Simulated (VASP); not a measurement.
Zr2HS4, 14 atoms in the cell. The cell holds a slab with vacuum, 14 atoms: a = 7.298 Å, b = 7.298 Å, c = 20.917 Å, α = 90.00°, β = 90.00°, γ = 120.00°. 

- Program: VASP 6.6.1
- Task: single point
- Functional: PBE
- Dispersion: D3(BJ)
- Potentials or basis: VASP PAW PBE potentials, release 64 (S, Zr_sv, H)
- Cutoff: 400 eV
- k mesh: 6 × 6 × 1
- Occupations: gaussian, width 0.05 eV
- Spin: no spin polarisation
- Dipole correction: yes
- Further INCAR settings: ALGO = Normal; EDIFF = 1e-06; NBANDS = 62; NELMDL = -8

Potentials or basis: VASP PAW PBE potentials, release 64 (S, Zr_sv, H).

Run with:

```bash
$ cat potpaw_PBE.64/S/POTCAR potpaw_PBE.64/Zr_sv/POTCAR potpaw_PBE.64/H/POTCAR > POTCAR
$ mpirun -np 1 vasp_std > vasp.out
```

Hardware: 1 thread of Intel(R) Xeon(R) Platinum 8375C CPU @ 2.90GHz (Ice Lake), with other jobs on the host.

Problem. How long does it take, and how much memory?

Solution. Run time: 16 min on 1 thread of Intel(R) Xeon(R) Platinum 8375C CPU @ 2.90GHz (Ice Lake), on a shared host, peak memory 0.89 GiB. Counts: scf iterations 32, k points 13.
